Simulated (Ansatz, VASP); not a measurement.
Na in VASP and in Ansatz

```xyz
3
Lattice="5.9667 0.0000 0.0000 -2.9833 5.1673 0.0000 0.0000 0.0000 3.5282" Properties=species:S:1:pos:R:3 pbc="T T T"
Na    2.9833    5.1673    0.0000
Na    0.0000    3.4449    1.7641
Na    2.9833    1.7224    1.7641
```

Alike in both runs: task single point; functional LDA; k mesh 7 × 7 × 10; occupations fermi-dirac, width 0.1 eV; no spin polarisation.

|  | VASP | Ansatz |
| --- | --- | --- |
| version | VASP 6.6.1 | Ansatz 0.2.0 |
| potentials or method | VASP PAW LDA potentials, release 64 (Na_pv), cutoff 520 eV | plane waves (420 eV) with PAW, scalar-relativistic |
| valence electrons in the cell | 21 | 27 |

```tsv
	VASP	Ansatz	Ansatz less VASP
pressure (GPa)	-0.6	-0.6	+0.02
traceless stress, the component that is largest in VASP (GPa)	0.13	0.13	-0.001
```

Ansatz warns that its potentials were made for another functional, while VASP's fit it. LDA's correlation is that of Perdew and Zunger in VASP and of Perdew and Wang (1992) in Ansatz. VASP's potentials hold 21 valence electrons a cell and Ansatz's 27, so a difference there can come from the potentials and not from the codes.
